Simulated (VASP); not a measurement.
SiC (a cell with a defect): single point with r2SCAN

SiC (a cell with a defect):

```xyz
94
Lattice="9.2342 0.0000 0.0000 0.0000 10.6627 0.0000 0.0000 0.0000 10.0759" Properties=species:S:1:pos:R:3 pbc="T T T"
Si    9.2245    0.0067    5.0267
Si    3.0800    0.0043    5.0325
Si    1.5540    2.6989    5.0464
Si    0.0380    5.3532    5.0456
Si    6.1677    0.0061    5.0260
Si    4.6086    2.6947    5.0459
Si    1.5664    7.9716    5.0200
Si    7.6963    2.6820    5.0227
Si    6.1293    5.3476    5.0441
Si    4.5952    7.9710    5.0206
Si    7.6978    7.9853    5.0285
Si    0.0129    1.7918    2.5416
Si    3.0766    1.7870    2.5323
Si    1.5441    4.4604    2.5407
Si    0.0047    7.1052    2.5210
Si    6.1391    1.7963    2.5418
Si    4.6111    4.4599    2.5409
Si    3.0772    7.1092    2.5396
Si    1.5497    9.7531    2.5364
Si    7.6932    4.4701    2.5346
Si    6.1501    7.1061    2.5213
Si    4.6059    9.7549    2.5347
Si    7.6948    9.7608    2.5306
Si    1.5499    0.8952    7.5457
Si    0.0184    3.5663    7.5455
Si    4.6065    0.8979    7.5486
Si    3.0790    3.5810    7.5474
Si    1.5737    6.1951    7.5240
Si    0.0057    8.8612    7.5388
Si    7.6962    0.8911    7.4312
Si    6.1387    3.5645    7.5471
Si    4.5855    6.1924    7.5215
Si    3.0800    8.8692    7.5422
Si    7.6970    6.2121    7.5499
Si    6.1530    8.8612    7.5399
Si    0.0826   10.6071    0.0406
Si    3.0801   10.6360    0.0161
Si    1.5551    2.6665    0.0202
Si    0.0004    5.3529    0.0060
Si    6.0754   10.6121    0.0424
Si    4.5991    2.6716    0.0222
Si    3.0773    5.3303   10.0517
Si    1.5431    7.9851    0.0019
Si    7.6944    2.7778    0.0467
Si    6.1594    5.3512    0.0075
Si    4.6175    7.9827    0.0039
Si    7.6955    7.9835    0.0099
C     9.2215    0.0113    1.8933
C     3.0789   10.6619    1.8957
C     1.5378    2.6639    1.8909
C     9.2285    5.3345    1.8754
C     6.1711    0.0136    1.8914
C     4.6138    2.6673    1.8920
C     3.0778    5.3349    1.8735
C     1.5287    7.9996    1.8706
C     7.6940    2.6546    1.8947
C     6.1598    5.3346    1.8798
C     4.6271    7.9996    1.8716
C     7.6948    7.9984    1.8880
C     0.0020   10.6557    6.9474
C     3.0798   10.6576    6.9280
C     1.5396    2.6589    6.9361
C     9.2322    5.3334    6.9309
C     6.1540   10.6574    6.9494
C     4.6165    2.6592    6.9351
C     3.0800    5.3073    7.0530
C     1.5405    7.9916    6.9186
C     7.6951    2.6742    6.9484
C     6.1613    5.3318    6.9319
C     4.6181    7.9916    6.9191
C     7.6955    7.9913    6.9205
C     9.2233    1.7701    4.4289
C     3.0787    1.7820    4.4209
C     1.3963    4.3817    4.3665
C     9.2332    7.1183    4.4082
C     6.1648    1.7766    4.4286
C     4.7821    4.3700    4.3597
C     3.0798    7.2752    4.3293
C     1.5223    9.7891    4.4287
C     7.7047    4.4590    4.4212
C     6.1613    7.1177    4.4096
C     4.6393    9.7941    4.4242
C     7.6973    9.7666    4.4191
C     1.5304    0.8859    9.4425
C     0.0055    3.5377    9.4465
C     4.6254    0.8979    9.4504
C     3.0757    3.5290    9.4634
C     1.5213    6.2292    9.4437
C     9.2141    8.8937    9.4357
C     6.1494    3.5370    9.4472
C     4.6341    6.2204    9.4471
C     3.0802    8.8789    9.4440
C     7.6963    6.2202    9.4434
C     6.1764    8.8927    9.4359
```

```yaml
Program: VASP 6.6.1
Task: single point
Functional: r2SCAN
Potentials_or_basis: VASP PAW PBE potentials, release 64 (Si, C)
Cutoff: 520 eV
k_mesh: 1 × 1 × 1, shifted
Occupations: fermi-dirac, width 0.05 eV
Spin: no spin polarisation
```

| Property | Result |
| --- | --- |
| Pressure | 0.3 GPa |
| Largest force | 0.269 eV/Å |
| Band gap on the k mesh | 0.16 eV |

Forces on the atoms (eV/Å):
```
Si   0.048 -0.046 -0.053
Si   0.000  0.029  0.003
Si  -0.068  0.113 -0.104
Si   0.115 -0.135 -0.070
Si   0.001  0.045 -0.042
Si  -0.037  0.148 -0.084
Si   0.064 -0.054  0.019
Si   0.005 -0.002 -0.052
Si  -0.091 -0.051 -0.044
Si  -0.101 -0.027 -0.013
Si  -0.026 -0.010  0.000
Si   0.024  0.020  0.011
Si   0.010  0.035  0.022
Si   0.010 -0.053  0.185
Si   0.009 -0.021 -0.005
Si   0.005 -0.021 -0.009
Si   0.003 -0.043  0.177
Si   0.021 -0.078  0.042
Si   0.022  0.037  0.004
Si   0.062  0.024  0.013
Si   0.016 -0.032  0.032
Si   0.036  0.023 -0.009
Si   0.016  0.008 -0.003
Si   0.006  0.015 -0.018
Si   0.010 -0.014 -0.001
Si   0.005  0.007  0.005
Si  -0.020  0.008 -0.096
Si   0.060 -0.024 -0.054
Si  -0.011 -0.017 -0.005
Si  -0.010 -0.003 -0.144
Si  -0.023  0.012 -0.022
Si  -0.040  0.014  0.015
Si  -0.007 -0.008 -0.024
Si  -0.019 -0.010 -0.001
Si  -0.020 -0.002 -0.021
Si   0.127 -0.039  0.076
Si  -0.019 -0.005  0.002
Si  -0.028 -0.019  0.008
Si   0.003  0.026  0.002
Si  -0.140 -0.086  0.001
Si   0.001  0.010  0.032
Si  -0.013  0.019  0.097
Si   0.002  0.001  0.025
Si   0.007  0.156  0.064
Si  -0.043  0.035  0.017
Si  -0.060 -0.044 -0.022
Si   0.006  0.002 -0.017
C   -0.037 -0.006 -0.084
C   -0.027 -0.027 -0.014
C    0.018 -0.016 -0.039
C    0.002  0.026  0.020
C   -0.008  0.008 -0.009
C   -0.003 -0.048 -0.069
C   -0.014  0.023  0.021
C   -0.006  0.018  0.007
C   -0.006 -0.012 -0.044
C    0.022  0.035 -0.078
C    0.003  0.032  0.004
C    0.001  0.015 -0.014
C   -0.026  0.029  0.007
C   -0.004  0.010  0.000
C    0.001 -0.005 -0.003
C    0.016  0.009  0.019
C    0.044  0.008 -0.003
C    0.025 -0.006  0.021
C   -0.044  0.173  0.161
C   -0.002  0.030  0.018
C    0.015 -0.054  0.020
C    0.014 -0.003 -0.024
C    0.017  0.014  0.012
C    0.028  0.021  0.006
C    0.030  0.029 -0.018
C    0.008 -0.024 -0.004
C   -0.133 -0.180 -0.148
C    0.010  0.031  0.011
C    0.087 -0.164  0.003
C    0.012 -0.098 -0.096
C    0.027  0.142  0.139
C   -0.026  0.079 -0.047
C   -0.075 -0.039  0.027
C    0.008 -0.002 -0.005
C   -0.033 -0.037  0.003
C   -0.027  0.024 -0.013
C   -0.016  0.096  0.083
C   -0.014 -0.034  0.005
C    0.053 -0.117 -0.059
C    0.013  0.043  0.009
C    0.017 -0.083  0.073
C   -0.007 -0.019  0.026
C    0.061 -0.014  0.019
C    0.046  0.064  0.003
C    0.011  0.011  0.041
C   -0.009  0.016  0.020
C    0.006  0.060  0.057
```

Stress tensor (GPa, compression positive):
```
 0.05 -0.01 -0.01
-0.01  0.33 -0.15
-0.01 -0.15  0.42
```

Levels at points of the mesh, in eV from the valence-band top:
```tsv
k point	band 185	band 186	band 187	band 188	band 189	band 190	band 191	band 192
(0.25, 0.25, 0.25)	-1.54	-1.34	-0.19	0.00	0.16	0.71	0.88	1.00
```

Run time: 3.2 h on 1 thread of Oxide Virtual Turin-like Processor (shared host), peak memory 1.3 GiB.

Caveat: semilocal functionals underestimate gaps, and a narrow one can read as zero; the PAW data sets were made with another functional, which shifts forces and pressure a little.
